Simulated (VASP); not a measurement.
# BN (P6_3mc) in VASP: a series of runs

The runs below take BN through single point, with r2SCAN.

Program: VASP 6.6.1. These are calculated values, not measurements. Logs are shortened: lines on timing, memory, paths and dates and some standing lists are left out, and cuts for length are marked.

**1. The cell of the first run**

Symmetry: P6_3mc, No. 186, hexagonal system. The conventional cell has a = 2.656 Å, b = 2.656 Å, c = 4.058 Å, α = 90.00°, β = 90.00°, γ = 120.00°. Within 2.0 Å of B (site symmetry 3m) lie 4 N at 1.52 to 1.62 Å. Within 2.0 Å of N (site symmetry 3m) lie 4 B at 1.52 to 1.62 Å.

**2. Single point, r2SCAN (strain +0.040 along x and y, -0.040 along z)**

Input file POSCAR:

```
BN
1.0
    2.6560971858      0.0000000000      0.0000000000
   -1.3280485929      2.3002476378      0.0000000000
    0.0000000000      0.0000000000      4.0577808000
B N
2 2
Direct
    0.6666666667      0.3333333333      0.9997240000
    0.3333333333      0.6666666667      0.4997240000
    0.6666666667      0.3333333333      0.6252760000
    0.3333333333      0.6666666667      0.1252760000
```

Input file INCAR.step1:

```
SYSTEM = BN
PREC = Accurate ; ENCUT = 520
ISMEAR = 0 ; SIGMA = 0.05
LREAL = .FALSE. ; LASPH = .TRUE.
NELM = 100 ; NBANDS = 16
GGA = PE ; ALGO = Normal
EDIFF = 1E-4 ; LWAVE = .TRUE.
LCHARG = .FALSE.
```

Input file INCAR.step2:

```
SYSTEM = BN
PREC = Accurate ; ENCUT = 520
EDIFF = 1E-6 ; ISMEAR = 0
SIGMA = 0.05 ; LREAL = .FALSE.
LASPH = .TRUE. ; NELM = 100
ALGO = Normal ; ISIF = 2
LWAVE = .FALSE. ; LCHARG = .FALSE.
METAGGA = R2SCAN ; LMIXTAU = .TRUE.
NBANDS = 16 ; ISTART = 1
```

Input file KPOINTS:

```
Automatic mesh
0
G
  12 12 6
  0 0 0
```

Potentials or basis: VASP PAW PBE potentials, release 64 (B, N).

Run with:

```bash
cat potpaw_PBE.64/B/POTCAR potpaw_PBE.64/N/POTCAR > POTCAR
cp INCAR.step1 INCAR
mpirun -np 1 vasp_std > vasp.out
cp INCAR.step2 INCAR
mpirun -np 1 vasp_std > vasp.out
```

OUTCAR:

```text
SYSTEM = BN
   PREC = Accurate
   ENCUT = 520
   EDIFF = 1E-6
   ISMEAR = 0
   LREAL = .FALSE.
   LASPH = .TRUE.
   NELM = 100
   ISIF = 2
   METAGGA = R2SCAN
   ISTART = 1

 ion  position               nearest neighbor table
   1  0.667  0.333  1.000-   3 1.52   4 1.62   4 1.62   4 1.62
   2  0.333  0.667  0.500-   4 1.52   3 1.62   3 1.62   3 1.62
   3  0.667  0.333  0.625-   1 1.52   2 1.62   2 1.62   2 1.62
   4  0.333  0.667  0.125-   2 1.52   1 1.62   1 1.62   1 1.62

  LATTYP: Found a hexagonal cell.
 ALAT       =     2.6560971858
 C/A-ratio  =     1.5277230147

  Lattice vectors:

 A1 = (   2.6560971858,   0.0000000000,   0.0000000000)
 A2 = (  -1.3280485929,   2.3002476378,   0.0000000000)
 A3 = (   0.0000000000,   0.0000000000,   4.0577808000)

Analysis of symmetry for initial positions (statically):
=====================================================================
 Subroutine PRICEL returns:
 Original cell was already a primitive cell.

 Routine SETGRP: Setting up the symmetry group for a
 hexagonal supercell.

 Subroutine GETGRP returns: Found 12 space group operations
 (whereof  6 operations were pure point group operations)
 out of a pool of 24 trial point group operations.

The static configuration has the point symmetry C_3v.
 The point group associated with its full space group is C_6v.

Analysis of symmetry for dynamics (positions and initial velocities):
=====================================================================
 Subroutine PRICEL returns:
 Original cell was already a primitive cell.

 Routine SETGRP: Setting up the symmetry group for a
 hexagonal supercell.

 Subroutine GETGRP returns: Found 12 space group operations
 (whereof  6 operations were pure point group operations)
 out of a pool of 24 trial point group operations.

The dynamic configuration has the point symmetry C_3v.
 The point group associated with its full space group is C_6v.

 Subroutine INISYM returns: Found 12 space group operations
 (whereof  6 operations are pure point group operations),
 and found     1 'primitive' translations

----------------------------------------------------------------------------------------

                                     Primitive cell

  volume of cell :      24.7917

  direct lattice vectors                    reciprocal lattice vectors
     2.656097186  0.000000000  0.000000000     0.376492248  0.217367901  0.000000000
    -1.328048593  2.300247638  0.000000000     0.000000000  0.434735801  0.000000000
     0.000000000  0.000000000  4.057780800     0.000000000  0.000000000  0.246440123

  length of vectors
     2.656097186  2.656097186  4.057780800     0.434735801  0.434735801  0.246440123

  position of ions in fractional coordinates (direct lattice)
     0.666666667  0.333333333  0.999724000
     0.333333333  0.666666667  0.499724000
     0.666666667  0.333333333  0.625276000
     0.333333333  0.666666667  0.125276000

  ion indices of the primitive-cell ions
   primitive index   ion index
                 1           1
                 2           2
                 3           3
                 4           4

----------------------------------------------------------------------------------------

 KPOINTS: Automatic mesh

Automatic generation of k-mesh.
 Grid dimensions read from file:
 generate k-points for:   12   12    6

 Generating k-lattice:

  Cartesian coordinates                     Fractional coordinates (reciprocal lattice)
     0.031374354  0.018113992  0.000000000     0.083333333  0.000000000  0.000000000
     0.000000000  0.036227983  0.000000000     0.000000000  0.083333333  0.000000000
     0.000000000  0.000000000  0.041073354     0.000000000  0.000000000  0.166666667

  Length of vectors
     0.036227983  0.036227983  0.041073354

  Shift w.r.t. Gamma in fractional coordinates (k-lattice)
     0.000000000  0.000000000  0.000000000

 Subroutine IBZKPT returns following result:
 ===========================================

 Found     76 irreducible k-points:

 Following reciprocal coordinates:
            Coordinates               Weight
  0.000000  0.000000  0.000000      1.000000
  0.083333 -0.000000  0.000000      6.000000
  0.166667  0.000000  0.000000      6.000000
  0.250000  0.000000  0.000000      6.000000
  0.333333  0.000000  0.000000      6.000000
  0.416667  0.000000  0.000000      6.000000
[... 16 lines left out ...]
  0.250000  0.000000  0.166667     12.000000
  0.333333  0.000000  0.166667     12.000000
 [... further k-points ...]
   k-points           NKPTS =     76   k-points in BZ     NKDIM =     76   number of bands    NBANDS=     16
   number of dos      NEDOS =    301   number of ions     NIONS =      4
   total plane-waves  NPLWV =  12000
   dimension x,y,z NGX =    20 NGY =   20 NGZ =   30
   dimension x,y,z NGXF=    40 NGYF=   40 NGZF=   60
   ions per type =               2   2
   NGX,Y,Z   is equivalent  to a cutoff of  12.52, 12.52, 12.29 a.u.
   NGXF,Y,Z  is equivalent  to a cutoff of  25.04, 25.04, 24.58 a.u.
 SYSTEM =  BN
   PREC   = accura    normal or accurate (medium, high low for compatibility)
   ISTART =      1    job   : 0-new  1-cont  2-samecut
   ICHARG =      0    charge: 1-file 2-atom 10-const
   ISPIN  =      1    spin polarized calculation?
   LNONCOLLINEAR =      F non collinear calculations
   LSORBIT =      F    spin-orbit coupling
   LASPH  =      T    aspherical Exc in radial PAW
   ENCUT  =  520.0 eV  38.22 Ry    6.18 a.u.   4.94  4.94  7.54*2*pi/ulx,y,z
   NELM   =    100;   NELMIN=  2; NELMDL=  0     # of ELM steps
   EDIFF  = 0.1E-05   stopping-criterion for ELM
   LREAL  =      F    real-space projection
   EDIFFG = 0.1E-04   stopping-criterion for IOM
   NSW    =      0    number of steps for IOM
   IBRION =     -1    ionic relax: 0-MD 1-quasi-New 2-CG
   NFREE  =      0    steps in history (QN), initial steepest desc. (CG)
   ISIF   =      2    stress and relaxation
   ISYM   =      2    0-nonsym 1-usesym 2-fastsym
   POTIM  = 0.5000    time-step for ionic-motion
   TEBEG  =    0.0;   TEEND  =   0.0 temperature during run
   PSTRESS=    0.0 pullay stress
   NELECT =      16.0000    total number of electrons
   NUPDOWN=      -1.0000    fix difference up-down
   EMIN   =  10.00;   EMAX   =-10.00  energy-range for DOS
   EFERMI =   0.00;   METHOD = LEGACY
   ISMEAR =     0;   SIGMA  =   0.05  broadening in eV -4-tet -1-fermi 0-gaus
   EFERMI_NEDOS =   21; number of points for ismear=-14 and -15
   IALGO  =     38    algorithm
   IMIX   =      4    mixing-type and parameters
     AMIX     =   0.40;   BMIX     =  1.00
     AMIX_MAG =   1.60;   BMIX_MAG =  1.00
  volume/ion in A,a.u.               =       6.20        41.83
  Fermi-wavevector in a.u.,A,eV,Ry     =   1.414748  2.673486 27.232226  2.001512
  Thomas-Fermi vector in A             =   2.536258
   LORBIT       =      0    0 simple, 1 ext, 2 COOP (PROOUT), +10 PAW based schemes
   METAGGA = R2SCAN    functional components
   LHFCALC =     F    Hartree Fock is set to
   AEXX    =    0.0000 exact exchange contribution
   IVDW    =     0    specifies the selected vdW correction
   LEPSILON=     F    determine dielectric tensor
   LRPA    =     F    only Hartree local field effects (RPA)
 non-spin polarized calculation
 Gauss-broadening in eV      SIGMA  =   0.05
  energy-cutoff  :      520.00
  volume of cell :       24.79
 maximum number of plane-waves:       689
 NGX is ok and might be reduce to    20
   NGX =  9   NGY =  9   NGZ = 15

 number of electron      15.9999999 magnetization

 Free energy of the ion-electron system (eV)
  ---------------------------------------------------
  ext. energy  EPLUGINS =         0.00000000
  ---------------------------------------------------
  free energy    TOTEN  =       -37.91201901 eV

  energy without entropy =      -37.91201901  energy(sigma->0) =      -37.91201901

 E-fermi :   7.0012     XC(G=0): -13.3706

 val. band max:        6.8067349632   @ k =   0.0000   0.0000   0.0000
 cond. band min:      12.8227684245   @ k =   0.3333   0.3333   0.0000
 fundamental gap:      6.0160334613
 Fermi energy:         7.0011778436

 k-point     1 :       0.0000    0.0000    0.0000
  band No.  band energies     occupation
      1     -14.1203      2.00000
      2      -9.4215      2.00000
      3      -3.8633      2.00000
      4       4.0746      2.00000
      5       4.0746      2.00000
      6       6.5893      2.00000
[... 8 lines left out ...]
     15      19.1545      0.00000
     16      24.4938      0.00000

 k-point     2 :       0.0833   -0.0000    0.0000
  band No.  band energies     occupation
      1     -13.9791      2.00000
      2      -9.3284      2.00000
      3      -3.7257      2.00000
      4       3.4126      2.00000
      5       3.8129      2.00000
      6       6.1556      2.00000
[... 8 lines left out ...]
     15      19.5811      0.00000
     16      24.1795      0.00000

 k-point     3 :       0.1667    0.0000    0.0000
  band No.  band energies     occupation
      1     -13.5611      2.00000
      2      -9.0713      2.00000
      3      -3.3186      2.00000
      4       1.8491      2.00000
      5       3.1949      2.00000
      6       4.8563      2.00000
[... 8 lines left out ...]
     15      20.7042      0.00000
     16      23.1524      0.00000

 k-point     4 :       0.2500    0.0000    0.0000
  band No.  band energies     occupation
      1     -12.8854      2.00000
      2      -8.7293      2.00000
      3      -2.6623      2.00000
      4       0.0565      2.00000
      5       2.4996      2.00000
      6       3.2208      2.00000
[... 8 lines left out ...]
     15      22.1893      0.00000
     16      22.7068      0.00000
[... 324 lines left out ...]
 k-point    22 :       0.1667    0.0000    0.1667
  band No.  band energies     occupation
      1     -13.3787      2.00000
      2      -9.6705      2.00000
      3      -2.4763      2.00000
      4       2.0483      2.00000
      5       3.3569      2.00000
      6       4.2438      2.00000
[... 8 lines left out ...]
     15      20.3061      0.00000
     16      23.3567      0.00000

 k-point    23 :       0.2500    0.0000    0.1667
  band No.  band energies     occupation
      1     -12.7094      2.00000
      2      -9.2438      2.00000
      3      -2.0775      2.00000
      4       0.4091      2.00000
      5       2.5943      2.00000
      6       2.6697      2.00000
[... 8 lines left out ...]
     15      21.7883      0.00000
     16      23.1500      0.00000

 k-point    24 :       0.3333    0.0000    0.1667
  band No.  band energies     occupation
      1     -11.8342      2.00000
      2      -8.8515      2.00000
      3      -2.2126      2.00000
      4      -0.3274      2.00000
      5       0.9694      2.00000
      6       2.0878      2.00000
[... 8 lines left out ...]
     15      23.2510      0.00000
     16      23.8639      0.00000

 [... further k-points ...]
[... 5 lines left out ...]
  --------------------------------------------------------------------------------------
  -------------------------------------------------------------------------------------
  Total       -5.8847450     -5.8847450      5.4578025      0.0000000      0.0000000     -0.0000000
  in kB     -380.3041775   -380.3041775    352.7128339      0.0000000      0.0000000     -0.0000000
  external PRESSURE =    -135.9651737 kB  Pullay stress =       0.0000000 kB

 VOLUME and BASIS-vectors are now :
 -----------------------------------------------------------------------------
  energy-cutoff  :      520.00
  volume of cell :       24.79
      direct lattice vectors                 reciprocal lattice vectors
     2.656097186  0.000000000  0.000000000     0.376492248  0.217367901  0.000000000
    -1.328048593  2.300247638  0.000000000     0.000000000  0.434735801  0.000000000
     0.000000000  0.000000000  4.057780800     0.000000000  0.000000000  0.246440123

 POSITION                                       TOTAL-FORCE (eV/Angst)
 -----------------------------------------------------------------------------------
      1.32805      0.76675      4.05666         0.000000     -0.000000      0.158701
     -0.00000      1.53350      2.02777        -0.000000      0.000000      0.158701
      1.32805      0.76675      2.53723         0.000000     -0.000000     -0.158701
     -0.00000      1.53350      0.50834        -0.000000     -0.000000     -0.158701
 -----------------------------------------------------------------------------------
    total drift:                               -0.000000     -0.000000     -0.002611

  FREE ENERGIE OF THE ION-ELECTRON SYSTEM (eV)
  ---------------------------------------------------
  free  energy   TOTEN  =       -37.9120190079 eV

  energy  without entropy=      -37.9120190079  energy(sigma->0) =      -37.91201901
```

Run time: 2 min. Hardware: 1 thread of Intel Xeon 8259CL, shared host; peak memory 0.15 GiB.

What came out:

- Free energy: -37.9120 eV
- Pressure: -13.6 GPa
- Largest force: 0.159 eV/Å
- Band gap on the k mesh: 6.02 eV, indirect (least direct gap 7.94 eV)

Forces in eV/Å, atoms in the order of the input:
```
B    0.000  0.000  0.159
B    0.000  0.000  0.159
N    0.000  0.000 -0.159
N    0.000  0.000 -0.159
```

Stress tensor (GPa, compression positive):
```
-38.03   0.00   0.00
  0.00 -38.03   0.00
  0.00   0.00  35.27
```

Caveat: the cell differs from its parent crystal (strain +0.040 along x and y, -0.040 along z); the PAW data sets were made with another functional, which shifts forces and pressure a little. A k mesh can miss the band edges.

**3. Single point, r2SCAN (strain +0.080 along x and y, -0.080 along z)**

Input file POSCAR:

```
BN
1.0
    2.7582547698      0.0000000000      0.0000000000
   -1.3791273849      2.3887187008      0.0000000000
    0.0000000000      0.0000000000      3.8887066000
B N
2 2
Direct
    0.6666666667      0.3333333333      0.9997240000
    0.3333333333      0.6666666667      0.4997240000
    0.6666666667      0.3333333333      0.6252760000
    0.3333333333      0.6666666667      0.1252760000
```

Input file INCAR.step1:

```
SYSTEM = BN
PREC     = Accurate       ! precision mode
ENCUT    = 520            ! plane-wave cutoff, eV
ISMEAR   = 0              ! smearing method
SIGMA    = 0.05           ! smearing width, eV
LREAL    = .False.        ! projectors in reciprocal space
LASPH    = .True.         ! aspherical terms in the spheres
NELM     = 100            ! most SCF steps
NBANDS   = 16             ! bands
GGA      = PE             ! functional
ALGO     = Normal         ! electronic algorithm
EDIFF    = 1E-4           ! SCF threshold, eV
LWAVE    = .True.         ! write WAVECAR
LCHARG   = .False.        ! write CHGCAR
```

Input file INCAR.step2:

```
SYSTEM = BN
PREC     = Accurate       ! precision mode
ENCUT    = 520            ! plane-wave cutoff, eV
EDIFF    = 1E-7           ! SCF threshold, eV
ISMEAR   = 0              ! smearing method
SIGMA    = 0.05           ! smearing width, eV
LREAL    = .False.        ! projectors in reciprocal space
LASPH    = .True.         ! aspherical terms in the spheres
NELM     = 100            ! most SCF steps
ALGO     = Normal         ! electronic algorithm
ISIF     = 2              ! what is computed and relaxed
LWAVE    = .False.        ! write WAVECAR
LCHARG   = .True.         ! write CHGCAR
METAGGA  = R2SCAN         ! meta-GGA
LMIXTAU  = .True.       
LELF     = .True.         ! ELF
LVHAR    = .True.       
NBANDS   = 16             ! bands
ISTART   = 1
```

Input file KPOINTS:

```
regular mesh
0
Gamma
  12 12 6
  0 0 0
```

Potentials or basis: VASP PAW PBE potentials, release 64 (B, N).

Run with:

```bash
cat potpaw_PBE.64/B/POTCAR potpaw_PBE.64/N/POTCAR > POTCAR
cp INCAR.step1 INCAR
mpirun -np 1 vasp_std > vasp.out
cp INCAR.step2 INCAR
mpirun -np 1 vasp_std > vasp.out
```

Run time: 2.5 min. Hardware: 1 thread of Intel Xeon 8259CL, shared host; peak memory 0.16 GiB.

Results (log left out):

```
Free energy            : -36.9319 eV
Pressure               : -14.4 GPa
Largest force          : 0.728 eV/Å
Band gap on the k mesh : 5.23 eV, indirect (least direct gap 6.13 eV)
```

Forces in eV/Å, atoms in the order of the input:
```
B    0.000  0.000  0.728
B    0.000  0.000  0.728
N    0.000  0.000 -0.728
N    0.000  0.000 -0.728
```

Stress tensor (GPa, compression positive):
```
-61.26   0.00   0.00
  0.00 -61.26   0.00
  0.00   0.00  79.33
```

Levels at points of the mesh, in eV from the valence-band top:
```
           k point  band 4  band 5  band 6  band 7  band 8  band 9  band 10  band 11  band 12  band 13
(0.00, 0.00, 0.00)   -3.34   -3.34   -0.57    0.00    0.00    6.13     7.31     7.31     8.55    12.09
(0.50, 0.00, 0.00)   -6.91   -6.37   -5.78   -4.63   -1.31    5.23     9.00     9.78    10.74    15.71
(0.00, 0.00, 0.50)   -4.62   -1.90   -1.90   -1.90   -1.90    7.17     7.17     9.20     9.20     9.20
(0.50, 0.00, 0.50)   -9.86   -4.01   -4.01   -2.75   -2.75    6.48     6.48    11.79    11.79    14.19
```

Caveat: the cell differs from its parent crystal (strain +0.080 along x and y, -0.080 along z); the PAW data sets were made with another functional, which shifts forces and pressure a little. A k mesh can miss the band edges.

**4. Single point, r2SCAN (strain +0.000 along x and y, +0.080 along z)**

Input file POSCAR:

```
BN
1.0
    2.5539396017      0.0000000000      0.0000000000
   -1.2769698009      2.2117765748      0.0000000000
    0.0000000000      0.0000000000      4.5650034000
B N
2 2
Direct
    0.6666666667      0.3333333333      0.9997240000
    0.3333333333      0.6666666667      0.4997240000
    0.6666666667      0.3333333333      0.6252760000
    0.3333333333      0.6666666667      0.1252760000
```

Input file INCAR.step1:

```
SYSTEM = BN
PREC = Accurate ; ENCUT = 520
ISMEAR = 0 ; SIGMA = 0.05
LREAL = .False. ; LASPH = .True.
NELM = 60 ; NBANDS = 16
GGA = PE ; ALGO = Normal
EDIFF = 1E-4 ; LWAVE = .True.
LCHARG = .False.
```

Input file INCAR.step2:

```
SYSTEM = BN
PREC = Accurate ; ENCUT = 520
EDIFF = 1E-6 ; ISMEAR = 0
SIGMA = 0.05 ; LREAL = .False.
LASPH = .True. ; NELM = 60
ALGO = Normal ; ISIF = 2
LWAVE = .False. ; LCHARG = .False.
METAGGA = R2SCAN ; LMIXTAU = .True.
NBANDS = 16 ; ISTART = 1
```

Input file KPOINTS:

```
Automatic mesh
0
Gamma
  12 12 6
  0 0 0
```

Run with:

```bash
cat potpaw_PBE.64/B/POTCAR potpaw_PBE.64/N/POTCAR > POTCAR
cp INCAR.step1 INCAR
mpirun -np 1 vasp_std > vasp.out
cp INCAR.step2 INCAR
mpirun -np 1 vasp_std > vasp.out
```

Run time: 2.1 min. Hardware: 1 thread of Intel Xeon 8259CL, shared host; peak memory 0.15 GiB.

Results (log left out):

```yaml
Free_energy: -37.8123 eV
Pressure: -26.5 GPa
Largest_force: 0.648 eV/Å
Band_gap_on_the_k_mesh: 5.53 eV, indirect (least direct gap 6.20 eV)
```

Forces on the atoms (eV/Å):
```
B    0.000  0.000  0.648
B    0.000  0.000  0.648
N    0.000  0.000 -0.648
N    0.000  0.000 -0.648
```

Stress tensor (GPa, compression positive):
```
 -6.57   0.00   0.00
  0.00  -6.57   0.00
  0.00   0.00 -66.37
```

Levels at points of the mesh, in eV from the valence-band top:
| k point | band 5 | band 6 | band 7 | band 8 | band 9 | band 10 | band 11 | band 12 |
| --- | --- | --- | --- | --- | --- | --- | --- | --- |
| (0.00, 0.00, 0.00) | -1.52 | -0.64 | 0.00 | 0.00 | 6.20 | 9.34 | 9.34 | 10.56 |
| (0.50, 0.00, 0.00) | -6.54 | -4.40 | -4.00 | -2.31 | 7.60 | 7.69 | 10.40 | 11.33 |
| (0.00, 0.00, 0.50) | -0.82 | -0.82 | -0.82 | -0.82 | 10.28 | 10.28 | 10.60 | 10.60 |
| (0.50, 0.00, 0.50) | -3.79 | -3.79 | -3.48 | -3.48 | 6.33 | 6.33 | 9.91 | 9.91 |

Caveat: the cell differs from its parent crystal (strain +0.000 along x and y, +0.080 along z); the PAW data sets were made with another functional, which shifts forces and pressure a little.

(Continued in part 2 of 2.)
